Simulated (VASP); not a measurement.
PbO2, 3 atoms in the cell. The structure is cubic, space group Fm-3m (No. 225). The conventional cell has a = 5.410 Å, b = 5.410 Å, c = 5.410 Å, α = 90.00°, β = 90.00°, γ = 90.00°. Within 3.1 Å of Pb (site symmetry m-3m) lie 8 O at 2.34 Å. O (site symmetry -43m) has 4 Pb at 2.34 Å and 6 O at 2.70 Å within 3.1 Å. 

```yaml
Program: VASP 6.6.1
Task: single point
Functional: PBE
Potentials_or_basis: VASP PAW PBE potentials, release 64 (Pb_d, O)
Cutoff: 520 eV
k_mesh: 9 × 9 × 9
Occupations: fermi-dirac, width 0.02 eV
Spin: non-collinear spin, zero start, spin-orbit coupling
Starting_moments: "[[0.0, 0.0, 0.0], [0.0, 0.0, 0.0], [0.0, 0.0, 0.0]] μB"
Dipole_correction: no
Further_INCAR_settings: ALGO = Normal; EDIFF = 1e-06; NBANDS = 39
```

Potentials or basis: VASP PAW PBE potentials, release 64 (Pb_d, O).

Launch:

```sh
$ cat potpaw_PBE.64/Pb_d/POTCAR potpaw_PBE.64/O/POTCAR > POTCAR
$ mpirun -np 1 vasp_ncl > vasp.out
```

Hardware: 1 thread of AMD EPYC 7R13 (shared host).

Task: Estimate the wall time of this run.

Result: It took 3 min on 1 thread of AMD EPYC 7R13, with other jobs on the host, peak memory 0.25 GiB. Counts: scf iterations 14, k points 35.
